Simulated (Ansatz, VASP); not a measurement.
# NaI: VASP beside Ansatz

```
Na I
1.0
     0.00000    3.17033    3.17033
     3.17033    0.00000    3.17033
     3.17033    3.17033    0.00000
Na I
1 1
Direct
  0.00000 0.00000 0.00000
  0.50000 0.50000 0.50000
```

Change from the starting cell: volume scaled by 0.94, crystal datasets.

Alike in both runs: task electric field gradients; functional LDA; k mesh 8 × 8 × 8; occupations fermi-dirac, width 0.02 eV; no spin polarisation.

|  | VASP | Ansatz |
| --- | --- | --- |
| version | VASP 6.6.1 | Ansatz 0.2.0 |
| potentials or method | VASP PAW LDA potentials, release 64 (Na_pv, I), cutoff 520 eV | all-electron PAW with datasets made for the crystal, scalar-relativistic |

```csv
,VASP,Ansatz,Ansatz less VASP
gap on the k mesh at the Fermi level (eV),3.52,3.50,-0.014
pressure (GPa),-0.7,-0.7,-0.02
```

LDA's correlation is that of Perdew and Zunger in VASP and of Perdew and Wang (1992) in Ansatz. Ansatz ran all-electron here, and VASP with PAW potentials.

Spin-orbit coupling is off throughout.
